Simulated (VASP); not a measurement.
Here is a VASP 6.6.1 calculation.

Contents of INCAR:

```
ALGO     = Normal         # electronic algorithm
EDIFF    = 1E-7           # SCF threshold, eV
ENCUT    = 520            # plane-wave cutoff, eV
GGA      = PE             # functional
ISIF     = 2              # what is computed and relaxed
ISMEAR   = 0              # smearing method
LASPH    = T              # aspherical terms in the spheres
LCHARG   = T              # write CHGCAR
LELF     = T              # ELF
LREAL    = F              # projectors in reciprocal space
LVHAR    = T            
LWAVE    = F              # write WAVECAR
NBANDS   = 50             # bands
NELM     = 100            # most SCF steps
PREC     = Accurate       # precision mode
SIGMA    = 0.2            # smearing width, eV
```

KPOINTS

```
k-points
0
Gamma
  4 4 3
```

POSCAR

```
ScGa5S
1.0
    3.9088754940      0.0000000000      0.0000000000
    0.0000000000      3.9088754940      0.0000000000
    0.0000000000      0.0000000000      9.1745111180
Sc Ga S
1 5 1
Direct
    0.0000000000      0.0000000000      0.5000000000
    0.0000000000      0.5000000000      0.2713600191
    0.0000000000      0.5000000000      0.7286399809
    0.5000000000      0.0000000000      0.2713600191
    0.5000000000      0.0000000000      0.7286399809
    0.5000000000      0.5000000000      0.0000000000
    0.0000000000      0.0000000000      0.0000000000
```

Potentials or basis: VASP PAW PBE potentials, release 64 (Sc_sv, Ga_d, S).

The run is started by

```bash
$ cat potpaw_PBE.64/Sc_sv/POTCAR potpaw_PBE.64/Ga_d/POTCAR potpaw_PBE.64/S/POTCAR > POTCAR
$ mpirun -np 1 vasp_std > vasp.out
```

Task: Predict the pressure.

Result: -0.1 GPa.

Task: Predict the largest force.

Result: 0.029 eV/Å.

Stress tensor (GPa, compression positive):
```
-0.23  0.00  0.00
 0.00 -0.23  0.00
 0.00  0.00  0.24
```

Caveat: the k points lie up to 0.40 Å⁻¹ apart.
